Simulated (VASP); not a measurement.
Set up this calculation in VASP 6.6.1, as the native input.

```
Task                   : single point
Functional             : PBEsol
Potentials or basis    : VASP PAW PBE potentials, release 64 (Mo_sv, S)
Cutoff                 : 520 eV
k mesh                 : 10 × 10 × 2
Occupations            : fermi-dirac, width 0.05 eV
Spin                   : no spin polarisation
Hubbard terms          : Mo d U = 6.0 eV
Dipole correction      : no
Further INCAR settings : ALGO = Normal; EDIFF = 1e-06; NBANDS = 35
```

The structure of MoS2 lies in POSCAR:

```
MoS2
1.0
    3.1462662433      0.0000000000      0.0000000000
   -1.5731331217      2.7247464938      0.0000000000
    0.0000000000      0.0000000000     21.5674275395
Mo S
2 4
Direct
    0.3333333333      0.6666666667      0.8553676034
    0.6666666667      0.3333333333      0.1446323966
    0.6666666667      0.3333333333      0.7832688424
    0.3333333333      0.6666666667      0.0724707666
    0.6666666667      0.3333333333      0.9275292334
    0.3333333333      0.6666666667      0.2167311576
```

The input as run:

INCAR

```
ALGO = Normal
EDIFF = 1E-6
ENCUT = 520
GGA = PS
ISIF = 2
ISMEAR = -1
LASPH = T
LCHARG = F
LDAU = T
LDAUJ = 0 0
LDAUL = 2 -1
LDAUPRINT = 1
LDAUTYPE = 2
LDAUU = 6 0
LMAXMIX = 4
LREAL = F
LWAVE = F
NBANDS = 35
NELM = 150
PREC = Accurate
SIGMA = 0.05
```

KPOINTS

```
k-points
0
Gamma
  10 10 2
```

Potentials or basis: VASP PAW PBE potentials, release 64 (Mo_sv, S).

Run with:

```console
$ cat potpaw_PBE.64/Mo_sv/POTCAR potpaw_PBE.64/S/POTCAR > POTCAR
$ mpirun -np 1 vasp_std > vasp.out
```

It gave:

* Largest force: 0.463 eV/Å
* Band gap on the k mesh: 1.46 eV (least direct gap 1.87 eV)

Caveat: there is no dipole correction, which matters where the two faces differ; the PAW data sets were made with another functional, which shifts forces and pressure a little.

Run time: 2.3 min on 1 thread of Intel(R) Xeon(R) 6975P-C (Granite Rapids) (shared host), peak memory 0.36 GiB.
